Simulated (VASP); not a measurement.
# Mg3ZnC (Pm-3m) in VASP: a series of runs, part 2 of 3

VASP 6.6.1. Earlier steps stand in the parts before.

## (3) Single point, PBE

This run uses another cell than the first one, of 15.03 Å³/atom, 1.089 times its volume.

The input, INCAR:

```
ALGO = Normal ; EDIFF = 1E-7
ENCUT = 520 ; GGA = PE
ISIF = 2 ; ISMEAR = -1
LASPH = True ; LCHARG = False
LREAL = False ; LWAVE = False
NBANDS = 19 ; NELM = 60
PREC = Accurate ; SIGMA = 0.1
```

The input, KPOINTS:

```
k-points
0
Gamma
  5 5 5
```

The input, POSCAR:

```
Mg3ZnC
1.0
    4.2202007818      0.0000000000      0.0000000000
    0.0000000000      4.2202007818      0.0000000000
    0.0000000000      0.0000000000      4.2202007818
Mg Zn C
3 1 1
Direct
    0.0000000000      0.5000000000      0.5000000000
    0.5000000000      0.5000000000      0.0000000000
    0.5000000000      0.0000000000      0.5000000000
    0.0000000000      0.0000000000      0.0000000000
    0.5000000000      0.5000000000      0.5000000000
```

Potentials or basis: VASP PAW PBE potentials, release 64 (Mg, Zn, C).

On the command line:

```console
$ cat potpaw_PBE.64/Mg/POTCAR potpaw_PBE.64/Zn/POTCAR potpaw_PBE.64/C/POTCAR > POTCAR
$ mpirun -np 1 vasp_std > vasp.out
```

OUTCAR:

```text
EDIFF = 1E-7
   ENCUT = 520
   GGA = PE
   ISIF = 2
   ISMEAR = -1
   LASPH = True
   LREAL = False
   NELM = 60
   PREC = Accurate

 ion  position               nearest neighbor table
   1  0.000  0.500  0.500-   5 2.11   5 2.11   4 2.98   2 2.98   2 2.98   4 2.98   3 2.98   4 2.98
                             4 2.98   2 2.98   3 2.98   3 2.98   2 2.98   3 2.98
   2  0.500  0.500  0.000-   5 2.11   5 2.11   4 2.98   1 2.98   1 2.98   3 2.98   3 2.98   3 2.98
                             4 2.98   3 2.98   1 2.98   4 2.98   1 2.98   4 2.98
   3  0.500  0.000  0.500-   5 2.11   5 2.11   4 2.98   1 2.98   2 2.98   4 2.98   1 2.98   2 2.98
                             2 2.98   2 2.98   1 2.98   4 2.98   4 2.98   1 2.98
   4  0.000  0.000  0.000-   1 2.98   2 2.98   3 2.98   1 2.98   3 2.98   1 2.98   2 2.98   1 2.98
                             2 2.98   3 2.98   3 2.98   2 2.98
   5  0.500  0.500  0.500-   1 2.11   2 2.11   3 2.11   2 2.11   3 2.11   1 2.11

  LATTYP: Found a simple cubic cell.
 ALAT       =     4.2202007818

  Lattice vectors:

 A1 = (   4.2202007818,   0.0000000000,   0.0000000000)
 A2 = (   0.0000000000,   4.2202007818,   0.0000000000)
 A3 = (   0.0000000000,   0.0000000000,   4.2202007818)

Analysis of symmetry for initial positions (statically):
=====================================================================
 Subroutine PRICEL returns:
 Original cell was already a primitive cell.

 Routine SETGRP: Setting up the symmetry group for a
 simple cubic supercell.

 Subroutine GETGRP returns: Found 48 space group operations
 (whereof 48 operations were pure point group operations)
 out of a pool of 48 trial point group operations.

The static configuration has the point symmetry O_h .

Analysis of symmetry for dynamics (positions and initial velocities):
=====================================================================
[... 119 lines left out ...]
   IMIX   =      4    mixing-type and parameters
     AMIX     =   0.40;   BMIX     =  1.00
     AMIX_MAG =   1.60;   BMIX_MAG =  1.00
  volume/ion in A,a.u.               =      15.03       101.44
  Fermi-wavevector in a.u.,A,eV,Ry     =   1.086966  2.054068 16.075215  1.181495
  Thomas-Fermi vector in A             =   2.223115
   LORBIT       =      0    0 simple, 1 ext, 2 COOP (PROOUT), +10 PAW based schemes
   GGA     = PE    functional components
   LHFCALC =     F    Hartree Fock is set to
   AEXX    =    0.0000 exact exchange contribution
   IVDW    =     0    specifies the selected vdW correction
   LEPSILON=     F    determine dielectric tensor
   LRPA    =     F    only Hartree local field effects (RPA)
 non-spin polarized calculation
  energy-cutoff  :      520.00
  volume of cell :       75.16
 maximum number of plane-waves:      2043
 NGX is ok and might be reduce to    32
   NGX = 15   NGY = 15   NGZ = 15

 number of electron      22.0000019 magnetization

 Free energy of the ion-electron system (eV)
  ---------------------------------------------------
  ext. energy  EPLUGINS =         0.00000000
  ---------------------------------------------------
  free energy    TOTEN  =       -13.72995332 eV

  energy without entropy =      -13.64878756  energy(sigma->0) =      -13.68937044

 E-fermi :   3.7001     XC(G=0):  -9.9740

 val. band max:        3.6383465700   @ k =   0.4000   0.2000   0.2000
 cond. band min:       3.7611698767   @ k =   0.4000   0.4000   0.2000
 fundamental gap:      0.1228233066
 Fermi energy:         3.7000829907

 k-point     1 :       0.0000    0.0000    0.0000
  band No.  band energies     occupation
      1      -7.4462      2.00000
      2      -3.5792      2.00000
      3      -3.5792      2.00000
      4      -3.5024      2.00000
      5      -3.5024      2.00000
      6      -3.5024      2.00000
[... 197 lines left out ...]
      6      -3.4648      2.00000
[... 11 lines left out ...]
     18      14.5335      0.00000
     19      14.5335      0.00000

------------------------ aborting loop because EDIFF is reached ----------------------------------------

  FORCE on cell =-STRESS in cart. coord.  units (eV):
  Direction    XX          YY          ZZ          XY          YZ          ZX
  --------------------------------------------------------------------------------------
  -------------------------------------------------------------------------------------
  Total        4.6635889      4.6635889      4.6635889      0.0000000      0.0000000      0.0000000
  in kB       99.4103265     99.4103265     99.4103265      0.0000000      0.0000000      0.0000000
  external PRESSURE =      99.4103265 kB  Pullay stress =       0.0000000 kB

 VOLUME and BASIS-vectors are now :
 -----------------------------------------------------------------------------
  energy-cutoff  :      520.00
  volume of cell :       75.16
      direct lattice vectors                 reciprocal lattice vectors
     4.220200782  0.000000000  0.000000000     0.236955551  0.000000000  0.000000000
     0.000000000  4.220200782  0.000000000     0.000000000  0.236955551  0.000000000
     0.000000000  0.000000000  4.220200782     0.000000000  0.000000000  0.236955551

 POSITION                                       TOTAL-FORCE (eV/Angst)
 -----------------------------------------------------------------------------------
      0.00000      2.11010      2.11010         0.000000      0.000000      0.000000
      2.11010      2.11010      0.00000         0.000000      0.000000      0.000000
      2.11010      0.00000      2.11010         0.000000      0.000000      0.000000
      0.00000      0.00000      0.00000         0.000000      0.000000      0.000000
      2.11010      2.11010      2.11010         0.000000      0.000000      0.000000
 -----------------------------------------------------------------------------------
    total drift:                                0.000000      0.000000      0.000000

  FREE ENERGIE OF THE ION-ELECTRON SYSTEM (eV)
  ---------------------------------------------------
  free  energy   TOTEN  =       -13.7299533160 eV

  energy  without entropy=      -13.6487875557  energy(sigma->0) =      -13.68937044
```

stdout:

```text
POSCAR found type information on POSCAR MgZnC
 POSCAR found :  3 types and       5 ions
 scaLAPACK will be used
 LDA part: xc-table for (Slater+PW92), standard interpolation
 POSCAR, INCAR and KPOINTS ok, starting setup
 FFT: planning ... GRIDC
 FFT: planning ... GRID_SOFT
 FFT: planning ... GRID
 WAVECAR not read
 entering main loop
```

Run time: 11 s. Hardware: 1 thread of Intel Xeon 6975P-C (Granite Rapids), shared host; peak memory 0.18 GiB.

What came out:

- Free energy: -13.7300 eV
- Pressure: 9.9 GPa
- Band gap on the k mesh: zero (band 11 reaches 5.67 eV, above the bottom of band 12 at 2.27 eV)

Levels at points of the mesh, in eV from the Fermi level:
```
           k point  band 6  band 7  band 8  band 9  band 10  band 11  band 12  band 13  band 14  band 15
(0.00, 0.00, 0.00)   -7.20   -5.36   -2.80   -2.80    -2.80     1.97     1.97     3.04     3.04     3.04
```

## (4) Single point, PBE

This run uses another cell than the first one, of 15.89 Å³/atom, 1.151 times its volume.

The input, INCAR:

```
SYSTEM = Mg3ZnC
PREC     = Accurate       ! precision mode
ENCUT    = 520            ! plane-wave cutoff, eV
EDIFF    = 1E-6           ! SCF threshold, eV
ISMEAR   = -1             ! smearing method
SIGMA    = 0.1            ! smearing width, eV
LREAL    = .FALSE.        ! projectors in reciprocal space
LASPH    = .TRUE.         ! aspherical terms in the spheres
NELM     = 80             ! most SCF steps
ALGO     = Normal         ! electronic algorithm
ISIF     = 2              ! what is computed and relaxed
LWAVE    = .FALSE.        ! write WAVECAR
LCHARG   = .TRUE.         ! write CHGCAR
GGA      = PE             ! functional
LELF     = .TRUE.         ! ELF
LVHAR    = .TRUE.       
NBANDS   = 19             ! bands
```

The input, KPOINTS:

```
regular mesh
0
G
  5 5 5
  0 0 0
```

POSCAR, as its differences from that of step 3:

```diff
@@ -2,5 +2,5 @@
 1.0
-    4.2202007818      0.0000000000      0.0000000000
-    0.0000000000      4.2202007818      0.0000000000
-    0.0000000000      0.0000000000      4.2202007818
+    4.2986147439      0.0000000000      0.0000000000
+    0.0000000000      4.2986147439      0.0000000000
+    0.0000000000      0.0000000000      4.2986147439
 Mg Zn C
```

On the command line:

```console
$ cat potpaw_PBE.64/Mg/POTCAR potpaw_PBE.64/Zn/POTCAR potpaw_PBE.64/C/POTCAR > POTCAR
$ mpirun -np 1 vasp_std > vasp.out
```

Run time: 9.1 s. Hardware: 1 thread of Intel Xeon 6975P-C (Granite Rapids), shared host; peak memory 0.17 GiB.

It converged, with:

```yaml
Free_energy: -13.9243 eV
Pressure: 4.9 GPa
Band_gap_on_the_k_mesh: zero (band 11 reaches 5.24 eV, above the bottom of band 12 at 2.02 eV)
```

Levels at points of the mesh, in eV from the Fermi level:
```csv
k point,band 6,band 7,band 8,band 9,band 10,band 11,band 12,band 13,band 14,band 15
"(0.00, 0.00, 0.00)",-7.13,-5.27,-2.71,-2.71,-2.71,1.85,1.85,2.91,2.91,2.91
```

## (5) Single point, PBE

This run uses another cell than the first one, of 17.02 Å³/atom, 1.233 times its volume.

The input, INCAR:

```
ALGO     = Normal         # electronic algorithm
EDIFF    = 1E-6           # SCF threshold, eV
ENCUT    = 520            # plane-wave cutoff, eV
GGA      = PE             # functional
ISIF     = 2              # what is computed and relaxed
ISMEAR   = -1             # smearing method
LASPH    = T              # aspherical terms in the spheres
LCHARG   = F              # write CHGCAR
LREAL    = F              # projectors in reciprocal space
LWAVE    = F              # write WAVECAR
NBANDS   = 19             # bands
NELM     = 60             # most SCF steps
PREC     = Accurate       # precision mode
SIGMA    = 0.1            # smearing width, eV
```

The input, KPOINTS:

```
k-points
0
Gamma
  5 5 5
```

POSCAR, as its differences from that of step 4:

```diff
@@ -2,5 +2,5 @@
 1.0
-    4.2986147439      0.0000000000      0.0000000000
-    0.0000000000      4.2986147439      0.0000000000
-    0.0000000000      0.0000000000      4.2986147439
+    4.3989740514      0.0000000000      0.0000000000
+    0.0000000000      4.3989740514      0.0000000000
+    0.0000000000      0.0000000000      4.3989740514
 Mg Zn C
```

On the command line:

```console
$ cat potpaw_PBE.64/Mg/POTCAR potpaw_PBE.64/Zn/POTCAR potpaw_PBE.64/C/POTCAR > POTCAR
$ mpirun -np 1 vasp_std > vasp.out
```

It took 12 s on 1 thread of Intel Xeon 6975P-C (Granite Rapids), shared host; peak memory 0.2 GiB.

It converged, with:

| Quantity | Value |
| --- | --- |
| Free energy | -14.0035 eV |
| Pressure | -0.1 GPa |
| Band gap on the k mesh | zero (band 11 reaches 4.71 eV, above the bottom of band 12 at 1.74 eV) |

Levels at points of the mesh, in eV from the Fermi level:
```tsv
k point	band 7	band 8	band 9	band 10	band 11	band 12	band 13	band 14
(0.00, 0.00, 0.00)	-5.16	-2.61	-2.61	-2.61	1.70	1.70	2.75	2.75
```

[end of part 2 of 3]
